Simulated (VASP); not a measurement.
Input of a VASP 6.6.1 run:

Contents of INCAR:

```
  ALGO = Normal
  EDIFF = 1E-7
  EDIFFG = -0.01
  ENCUT = 600
  GGA = PE
  GGA_COMPAT = False
  IBRION = 2
  ISIF = 3
  ISMEAR = 0
  IVDW = 13
  LASPH = True
  LCHARG = False
  LREAL = False
  LWAVE = False
  NELM = 120
  NELMIN = 4
  NSW = 80
  PREC = Accurate
  SIGMA = 0.02
```

File KPOINTS:

```
k-points
0
Gamma
  4 4 4
```

POSCAR

```
Cu2O
1.0
    4.2600000000      0.0000000000      0.0000000000
    0.0000000000      4.2600000000      0.0000000000
    0.0000000000      0.0000000000      4.2600000000
Cu O
4 2
Direct
    0.2500000000      0.2500000000      0.2500000000
    0.2500000000      0.7500000000      0.7500000000
    0.7500000000      0.7500000000      0.2500000000
    0.7500000000      0.2500000000      0.7500000000
    0.0000000000      0.0000000000      0.0000000000
    0.5000000000      0.5000000000      0.5000000000
```

Potentials or basis: VASP PAW PBE potentials, release 64 (Cu, O).

Launch:

```console
$ cat potpaw_PBE.64/Cu/POTCAR potpaw_PBE.64/O/POTCAR > POTCAR
$ mpirun -np 1 vasp_std > vasp.out
```

**Question.** What does it give for the dispersion energy per atom?

**Answer.** -0.333 eV.

**Question.** What does it give for the space group after relaxing (to 0.1 Å)?

**Answer.** Pn-3m (No. 224).

The path:
| step | energy change (eV) | largest force (eV/Å) | pressure (GPa) | volume (Å³) |
| --- | --- | --- | --- | --- |
| 1 | 0.0000 | 0.0000 | 0.28 | 77.31 |
| 2 | -0.0001 | 0.0000 | -0.09 | 77.56 |

Zero-point motion and thermal expansion aren't in these numbers.
